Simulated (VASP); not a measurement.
# MgO (I4mm) in VASP: further runs, part 2 of 2

VASP 6.6.1. Earlier steps stand in the parts before.

## (4) Single point, PBEsol (all Mg atoms moved +0.025 Å, as atom 1 along Cartesian [0 1 0])

File INCAR:

```
  PREC = Accurate
  ENCUT = 520
  EDIFF = 1E-6
  ISMEAR = 0
  SIGMA = 0.05
  LREAL = F
  LASPH = T
  NELM = 60
  ALGO = Normal
  ISIF = 2
  LWAVE = F
  LCHARG = F
  GGA = PS
  NBANDS = 11
```

File KPOINTS:

```
Automatic mesh
0
Gamma
  10 10 10
```

File POSCAR:

```
MgO
1.0
    0.0000000000      2.1071057202      2.1071057202
    2.1071057202      0.0000000000      2.1071057202
    2.1071057202      2.1071057202      0.0000000000
Mg O
1 1
Direct
    0.0059323079     -0.0059323079      0.0059323079
    0.5000000000      0.5000000000      0.5000000000
```

Potentials or basis: VASP PAW PBE potentials, release 64 (Mg, O).

The run is started by

```
cat potpaw_PBE.64/Mg/POTCAR potpaw_PBE.64/O/POTCAR > POTCAR
mpirun -np 1 vasp_std > vasp.out
```

OUTCAR:

```text
PREC = Accurate
   ENCUT = 520
   EDIFF = 1E-6
   ISMEAR = 0
   LREAL = F
   LASPH = T
   NELM = 60
   ISIF = 2
   GGA = PS

 ion  position               nearest neighbor table
   1  0.006  0.994  0.006-   2 2.08   2 2.11   2 2.11   2 2.11   2 2.11   2 2.13
   2  0.500  0.500  0.500-   1 2.08   1 2.11   1 2.11   1 2.11   1 2.11   1 2.13

  LATTYP: Found a face centered cubic cell.
 ALAT       =     4.2142114404

  Lattice vectors:

 A1 = (   0.0000000000,   2.1071057202,   2.1071057202)
 A2 = (   2.1071057202,   0.0000000000,   2.1071057202)
 A3 = (   2.1071057202,   2.1071057202,   0.0000000000)

Analysis of symmetry for initial positions (statically):
=====================================================================
 Subroutine PRICEL returns:
 Original cell was already a primitive cell.

 Routine SETGRP: Setting up the symmetry group for a
 face centered cubic supercell.

 Subroutine GETGRP returns: Found  8 space group operations
 (whereof  8 operations were pure point group operations)
 out of a pool of 48 trial point group operations.

The static configuration has the point symmetry C_4v.

Analysis of symmetry for dynamics (positions and initial velocities):
[... 166 lines left out ...]

 k-point     1 :       0.0000    0.0000    0.0000
  band No.  band energies     occupation
      1     -14.1424      2.00000
      2       3.0544      2.00000
      3       3.0553      2.00000
      4       3.0553      2.00000
      5       7.6746      0.00000
      6      18.6802      0.00000
      7      18.6816      0.00000
      8      18.6816      0.00000
      9      22.5163      0.00000
     10      24.4000      0.00000
     11      24.4017      0.00000
[... 309 lines left out ...]
 k-point    24 :       0.1000    0.0000   -0.1000
  band No.  band energies     occupation
      1     -13.8653      2.00000
      2       1.6638      2.00000
      3       2.7170      2.00000
      4       2.9357      2.00000
      5       9.1111      0.00000
      6      16.3376      0.00000
      7      19.1011      0.00000
      8      19.3504      0.00000
      9      22.3303      0.00000
     10      23.7750      0.00000
     11      25.7353      0.00000

 [... further k-points ...]
[... 5 lines left out ...]
  --------------------------------------------------------------------------------------
  -------------------------------------------------------------------------------------
  Total       -0.0631081     -0.0369440     -0.0631081     -0.0000000      0.0000000     -0.0000000
  in kB       -5.4038944     -3.1634841     -5.4038944     -0.0000000      0.0000000     -0.0000000
  external PRESSURE =      -4.6570910 kB  Pullay stress =       0.0000000 kB

 VOLUME and BASIS-vectors are now :
 -----------------------------------------------------------------------------
  energy-cutoff  :      520.00
  volume of cell :       18.71
      direct lattice vectors                 reciprocal lattice vectors
     0.000000000  2.107105720  2.107105720    -0.237292318  0.237292318  0.237292318
     2.107105720  0.000000000  2.107105720     0.237292318 -0.237292318  0.237292318
     2.107105720  2.107105720  0.000000000     0.237292318  0.237292318 -0.237292318

 POSITION                                       TOTAL-FORCE (eV/Angst)
 -----------------------------------------------------------------------------------
      2.10711      0.02500      2.10711         0.000000     -0.135330      0.000000
      2.10711      2.10711      2.10711         0.000000      0.135330      0.000000
 -----------------------------------------------------------------------------------
    total drift:                                0.000000      0.000054      0.000000

  FREE ENERGIE OF THE ION-ELECTRON SYSTEM (eV)
  ---------------------------------------------------
  free  energy   TOTEN  =       -12.5107821464 eV

  energy  without entropy=      -12.5107821464  energy(sigma->0) =      -12.51078215
```

OSZICAR:

```text
N       E                     dE             d eps       ncg     rms          rms(c)
DAV:   1     0.130078838211E+02    0.13008E+02   -0.46099E+03  2580   0.644E+02
DAV:   2    -0.133584061551E+02   -0.26366E+02   -0.25078E+02  2580   0.133E+02
DAV:   3    -0.138958890932E+02   -0.53748E+00   -0.53699E+00  2686   0.167E+01
DAV:   4    -0.138971136873E+02   -0.12246E-02   -0.12246E-02  2493   0.911E-01
DAV:   5    -0.138971177826E+02   -0.40953E-05   -0.40953E-05  2634   0.510E-02    0.667E+00
DAV:   6    -0.125472865182E+02    0.13498E+01   -0.76469E+00  2337   0.150E+01    0.219E+00
DAV:   7    -0.125244583524E+02    0.22828E-01   -0.49595E-02  2508   0.204E+00    0.130E+00
DAV:   8    -0.125111617239E+02    0.13297E-01   -0.23714E-02  2358   0.175E+00    0.223E-01
DAV:   9    -0.125108636281E+02    0.29810E-03   -0.38134E-04  2604   0.137E-01    0.138E-01
DAV:  10    -0.125107802419E+02    0.83386E-04   -0.44192E-04  2529   0.156E-01    0.487E-03
DAV:  11    -0.125107816851E+02   -0.14432E-05   -0.38534E-06  2505   0.145E-02    0.304E-03
DAV:  12    -0.125107821464E+02   -0.46132E-06   -0.87104E-08  1362   0.297E-03
   1 F= -.12510782E+02 E0= -.12510782E+02  d E =-.166402E-13
```

stdout:

```text
POSCAR found type information on POSCAR MgO
 POSCAR found :  2 types and       2 ions
 scaLAPACK will be used
 -----------------------------------------------------------------------------
|                                                                             |
|                                                                             |
|     You enforced a specific xc type in the INCAR file but a different       |
|     I HOPE YOU KNOW WHAT YOU ARE DOING!                                     |
|                                                                             |
 -----------------------------------------------------------------------------

 LDA part: xc-table for (Slater+PW92), standard interpolation
 POSCAR, INCAR and KPOINTS ok, starting setup
 FFT: planning ... GRIDC
 FFT: planning ... GRID_SOFT
 FFT: planning ... GRID
 WAVECAR not read
 entering main loop
```

Run time: 25 s. Hardware: 1 thread of Intel Xeon 8259CL, shared host; peak memory 0.15 GiB.

What came out:

```yaml
Free_energy: -12.5108 eV
Pressure: -0.5 GPa
Largest_force: 0.135 eV/Å
Band_gap_on_the_k_mesh: 4.62 eV, direct
```

Forces in eV/Å, atoms in the order of the input:
```
Mg   0.000 -0.135  0.000
O    0.000  0.135  0.000
```

Stress tensor (GPa, compression positive):
```
-0.54  0.00  0.00
 0.00 -0.32  0.00
 0.00  0.00 -0.54
```

Levels at points of the mesh, in eV from the valence-band top:
```csv
k point,band 2,band 3,band 4,band 5,band 6,band 7
"(0.00, 0.00, 0.00)",0.00,0.00,0.00,4.62,15.62,15.63
"(0.50, 0.00, 0.00)",-4.67,-0.66,-0.66,7.74,12.48,16.16
"(0.50, 0.50, 0.00)",-4.14,-1.36,-1.36,8.92,9.86,12.96
"(0.50, 0.00, 0.50)",-4.14,-1.36,-1.36,8.92,9.86,12.96
```

Caveat: the cell differs from its parent crystal (all Mg atoms moved +0.025 Å, as atom 1 along Cartesian [0 1 0]); the PAW data sets were made with another functional, which shifts forces and pressure a little.
